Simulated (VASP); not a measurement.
Here is a VASP 6.6.1 calculation.

POSCAR

```
NiAu3
1.0
    3.9832689838      0.0000000000      0.0000000000
    0.0000000000      3.9832689838      0.0000000000
    0.0000000000      0.0000000000      3.9832689838
Ni Au
1 3
Direct
    0.0000000000      0.0000000000      0.0000000000
    0.5000000000      0.0000000000      0.5000000000
    0.0000000000      0.5000000000      0.5000000000
    0.5000000000      0.5000000000      0.0000000000
```

Contents of INCAR.step1:

```
PREC = Accurate
ENCUT = 520
ISMEAR = 0
SIGMA = 0.1
LREAL = False
LASPH = True
NELM = 150
ISPIN = 2
MAGMOM = 0.13 0 0 0
LMAXMIX = 4
NBANDS = 34
GGA = PE
ALGO = Normal
EDIFF = 1E-4
LWAVE = True
LCHARG = False
```

File INCAR.step2:

```
PREC = Accurate
ENCUT = 520
EDIFF = 1E-7
ISMEAR = 0
SIGMA = 0.1
LREAL = False
LASPH = True
NELM = 150
ALGO = Normal
ISIF = 2
LWAVE = False
LCHARG = True
ISPIN = 2
MAGMOM = 0.13 0 0 0
LORBIT = 11
LMAXMIX = 4
METAGGA = R2SCAN
LMIXTAU = True
LELF = True
LVHAR = True
NBANDS = 34
ISTART = 1
```

Contents of KPOINTS:

```
regular mesh
0
Gamma
  10 10 10
```

Potentials or basis: VASP PAW PBE potentials, release 64 (Ni, Au).

Run with:

```console
$ cat potpaw_PBE.64/Ni/POTCAR potpaw_PBE.64/Au/POTCAR > POTCAR
$ cp INCAR.step1 INCAR
$ mpirun -np 1 vasp_std > vasp.out
$ cp INCAR.step2 INCAR
$ mpirun -np 1 vasp_std > vasp.out
```

(1) Estimate the net moment.

(2) Estimate the pressure.

## Answers

(1) 0.00 μB per cell.

(2) 0.3 GPa.

Caveat: the PAW data sets were made with another functional, which shifts forces and pressure a little.
